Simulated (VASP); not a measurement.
# SnSe in VASP: notebook, part 2 of 2

VASP 6.6.1.

**5. Single point, PBE**

Contents of INCAR:

```
ALGO     = Normal         # electronic algorithm
EDIFF    = 1E-6           # SCF threshold, eV
ENCUT    = 520            # plane-wave cutoff, eV
GGA      = PE             # functional
ISIF     = 2              # what is computed and relaxed
ISMEAR   = 0              # smearing method
LASPH    = True           # aspherical terms in the spheres
LCHARG   = False          # write CHGCAR
LREAL    = False          # projectors in reciprocal space
LWAVE    = False          # write WAVECAR
NBANDS   = 17             # bands
NELM     = 80             # most SCF steps
PREC     = Accurate       # precision mode
SIGMA    = 0.011          # smearing width, eV
```

Contents of KPOINTS:

```
k-points
0
Gamma
  8 8 8
```

Contents of POSCAR:

```
SnSe
1.0
    0.0000000000      3.0100000000      3.0100000000
    3.0100000000      0.0000000000      3.0100000000
    3.0100000000      3.0100000000      0.0000000000
Sn Se
1 1
Direct
    0.0000000000      0.0000000000      0.0000000000
    0.5000000000      0.5000000000      0.5000000000
```

Potentials or basis: VASP PAW PBE potentials, release 64 (Sn_d, Se).

On the command line:

```sh
cat potpaw_PBE.64/Sn_d/POTCAR potpaw_PBE.64/Se/POTCAR > POTCAR
mpirun -np 1 vasp_std > vasp.out
```

OUTCAR:

```text
EDIFF = 1E-6
   ENCUT = 520
   GGA = PE
   ISIF = 2
   ISMEAR = 0
   LASPH = True
   LREAL = False
   NELM = 80
   PREC = Accurate

 ion  position               nearest neighbor table
   1  0.000  0.000  0.000-   2 3.01   2 3.01   2 3.01   2 3.01   2 3.01   2 3.01
   2  0.500  0.500  0.500-   1 3.01   1 3.01   1 3.01   1 3.01   1 3.01   1 3.01

  LATTYP: Found a face centered cubic cell.
 ALAT       =     6.0200000000

  Lattice vectors:

 A1 = (   0.0000000000,   3.0100000000,   3.0100000000)
 A2 = (   3.0100000000,   0.0000000000,   3.0100000000)
 A3 = (   3.0100000000,   3.0100000000,   0.0000000000)

Analysis of symmetry for initial positions (statically):
=====================================================================
 Subroutine PRICEL returns:
 Original cell was already a primitive cell.

 Routine SETGRP: Setting up the symmetry group for a
 face centered cubic supercell.

 Subroutine GETGRP returns: Found 48 space group operations
[... 9 lines left out ...]

 Routine SETGRP: Setting up the symmetry group for a
 face centered cubic supercell.

 Subroutine GETGRP returns: Found 48 space group operations
[... 11 lines left out ...]
                                     Primitive cell

  volume of cell :      54.5418

  direct lattice vectors                    reciprocal lattice vectors
     0.000000000  3.010000000  3.010000000    -0.166112957  0.166112957  0.166112957
     3.010000000  0.000000000  3.010000000     0.166112957 -0.166112957  0.166112957
     3.010000000  3.010000000  0.000000000     0.166112957  0.166112957 -0.166112957

  length of vectors
     4.256782823  4.256782823  4.256782823     0.287716081  0.287716081  0.287716081

  position of ions in fractional coordinates (direct lattice)
     0.000000000  0.000000000  0.000000000
     0.500000000  0.500000000  0.500000000

  ion indices of the primitive-cell ions
   primitive index   ion index
                 1           1
                 2           2
[... 80 lines left out ...]
   POTIM  = 0.5000    time-step for ionic-motion
   TEBEG  =    0.0;   TEEND  =   0.0 temperature during run
   PSTRESS=    0.0 pullay stress
   NELECT =      20.0000    total number of electrons
   NUPDOWN=      -1.0000    fix difference up-down
   EMIN   =  10.00;   EMAX   =-10.00  energy-range for DOS
   EFERMI =   0.00;   METHOD = LEGACY
   ISMEAR =     0;   SIGMA  =   0.01  broadening in eV -4-tet -1-fermi 0-gaus
   EFERMI_NEDOS =   21; number of points for ismear=-14 and -15
   IALGO  =     38    algorithm
   IMIX   =      4    mixing-type and parameters
     AMIX     =   0.40;   BMIX     =  1.00
     AMIX_MAG =   1.60;   BMIX_MAG =  1.00
  volume/ion in A,a.u.               =      27.27       184.03
  Fermi-wavevector in a.u.,A,eV,Ry     =   1.171768  2.214321 18.681350  1.373040
  Thomas-Fermi vector in A             =   2.308207
   LORBIT       =      0    0 simple, 1 ext, 2 COOP (PROOUT), +10 PAW based schemes
   GGA     = PE    functional components
   LHFCALC =     F    Hartree Fock is set to
   AEXX    =    0.0000 exact exchange contribution
   IVDW    =     0    specifies the selected vdW correction
   LEPSILON=     F    determine dielectric tensor
   LRPA    =     F    only Hartree local field effects (RPA)
 non-spin polarized calculation
 Gauss-broadening in eV      SIGMA  =   0.01
  energy-cutoff  :      520.00
  volume of cell :       54.54
 maximum number of plane-waves:      1480
   NGX = 15   NGY = 15   NGZ = 15

 number of electron      20.0000005 magnetization

 Free energy of the ion-electron system (eV)
  ---------------------------------------------------
  ext. energy  EPLUGINS =         0.00000000
  ---------------------------------------------------
  free energy    TOTEN  =        -8.21894584 eV

  energy without entropy =       -8.21894584  energy(sigma->0) =       -8.21894584

 E-fermi :   5.7195     XC(G=0):  -9.5996

 val. band max:        5.5840840106   @ k =   0.5000   0.0000   0.0000
 cond. band min:       6.1660539038   @ k =   0.5000   0.0000   0.0000
 fundamental gap:      0.5819698932
 Fermi energy:         5.7194813626

 k-point     1 :       0.0000    0.0000    0.0000
  band No.  band energies     occupation
      1     -16.0186      2.00000
      2     -16.0186      2.00000
      3     -16.0186      2.00000
      4     -16.0164      2.00000
      5     -16.0164      2.00000
      6      -8.2797      2.00000
[... 457 lines left out ...]
      4     -16.0097      2.00000
      5     -16.0046      2.00000
      6      -7.2023      2.00000
[... 9 lines left out ...]
     16      16.3816      0.00000
     17      16.4645      0.00000

 [... further k-points ...]
[... 5 lines left out ...]
  --------------------------------------------------------------------------------------
  -------------------------------------------------------------------------------------
  Total        0.3089667      0.3089667      0.3089667      0.0000000     -0.0000000      0.0000000
  in kB        9.0759641      9.0759641      9.0759641      0.0000000     -0.0000000      0.0000000
  external PRESSURE =       9.0759641 kB  Pullay stress =       0.0000000 kB

 VOLUME and BASIS-vectors are now :
 -----------------------------------------------------------------------------
  energy-cutoff  :      520.00
  volume of cell :       54.54
      direct lattice vectors                 reciprocal lattice vectors
     0.000000000  3.010000000  3.010000000    -0.166112957  0.166112957  0.166112957
     3.010000000  0.000000000  3.010000000     0.166112957 -0.166112957  0.166112957
     3.010000000  3.010000000  0.000000000     0.166112957  0.166112957 -0.166112957

 POSITION                                       TOTAL-FORCE (eV/Angst)
 -----------------------------------------------------------------------------------
      0.00000      0.00000      0.00000        -0.000000     -0.000000     -0.000000
      3.01000      3.01000      3.01000         0.000000      0.000000      0.000000
 -----------------------------------------------------------------------------------
    total drift:                                0.000000     -0.000000     -0.000000

  FREE ENERGIE OF THE ION-ELECTRON SYSTEM (eV)
  ---------------------------------------------------
  free  energy   TOTEN  =        -8.2189458417 eV

  energy  without entropy=       -8.2189458417  energy(sigma->0) =       -8.21894584
```

OSZICAR:

```text
N       E                     dE             d eps       ncg     rms          rms(c)
DAV:   1     0.130779724035E+03    0.13078E+03   -0.99267E+03  1003   0.144E+03
DAV:   2     0.402570290947E+01   -0.12675E+03   -0.12288E+03  1042   0.340E+02
DAV:   3    -0.810768781612E+01   -0.12133E+02   -0.12052E+02  1228   0.923E+01
DAV:   4    -0.839403645472E+01   -0.28635E+00   -0.28613E+00  1156   0.151E+01
DAV:   5    -0.840225432346E+01   -0.82179E-02   -0.82176E-02  1420   0.254E+00    0.307E+00
DAV:   6    -0.821790564413E+01    0.18435E+00   -0.45394E-01  1406   0.387E+00    0.183E+00
DAV:   7    -0.821688982634E+01    0.10158E-02   -0.84183E-02  1136   0.128E+00    0.909E-01
DAV:   8    -0.821907770725E+01   -0.21879E-02   -0.90330E-03  1191   0.831E-01    0.116E-01
DAV:   9    -0.821886981076E+01    0.20790E-03   -0.15188E-03  1410   0.312E-01    0.520E-02
DAV:  10    -0.821893969580E+01   -0.69885E-04   -0.18149E-04  1143   0.755E-02    0.119E-02
DAV:  11    -0.821894551389E+01   -0.58181E-05   -0.18048E-05  1261   0.363E-02    0.274E-03
DAV:  12    -0.821894584171E+01   -0.32782E-06   -0.12910E-06  1044   0.119E-02
   1 F= -.82189458E+01 E0= -.82189458E+01  d E =-.770210E-70
```

stdout:

```text
POSCAR found type information on POSCAR SnSe
 POSCAR found :  2 types and       2 ions
 scaLAPACK will be used
 LDA part: xc-table for (Slater+PW92), standard interpolation
 POSCAR, INCAR and KPOINTS ok, starting setup
 FFT: planning ... GRIDC
 FFT: planning ... GRID_SOFT
 FFT: planning ... GRID
 WAVECAR not read
 entering main loop
```

Wall time 20 s (1 thread of AMD EPYC 7R43 (Zen 3), shared host); peak memory 0.15 GiB.

Results:

```yaml
Free_energy: -8.2189 eV
Pressure: 0.9 GPa
Band_gap_on_the_k_mesh: 0.58 eV, direct
```

Caveat: spin-orbit coupling is left out, which moves the levels of the heavy elements.

**6. Overview**

```tsv
task	level	spin	fixed moment (μB)	cell	k mesh	cutoff (eV)	smearing	gap on the mesh (eV)	pressure (GPa)
relaxation of cell and atoms	PBEsol+D4	off	-	relaxed	8 × 8 × 8	600	fermi-dirac 0.05 eV	0.76	0.0
single point	PBEsol+D3(BJ)	collinear, ferromagnetic start	1.0	as given	6 × 6 × 6	520	fermi-dirac 0.025 eV	-	-3.7
single point	PBE	off	-	as given	5 × 5 × 5	520	fermi-dirac 0.03 eV	-	0.7
single point	PBE	off	-	as given	8 × 8 × 8	520	gaussian 0.011 eV	0.58	0.9
```

Some of these runs hold the atoms at other places in the same cell, which the table doesn't show; runs alike in all that it shows share one row.

Alike in all rows: potentials or basis VASP PAW PBE potentials, release 64 (Sn_d, Se).

Caveats: spin-orbit coupling is left out, which moves the levels of the heavy elements; the PAW data sets were made with another functional, which shifts forces and pressure a little (some runs); the total moment is fixed, so each spin has its own Fermi level (some runs).

Absolute energies hang on the potentials; compare differences alone.
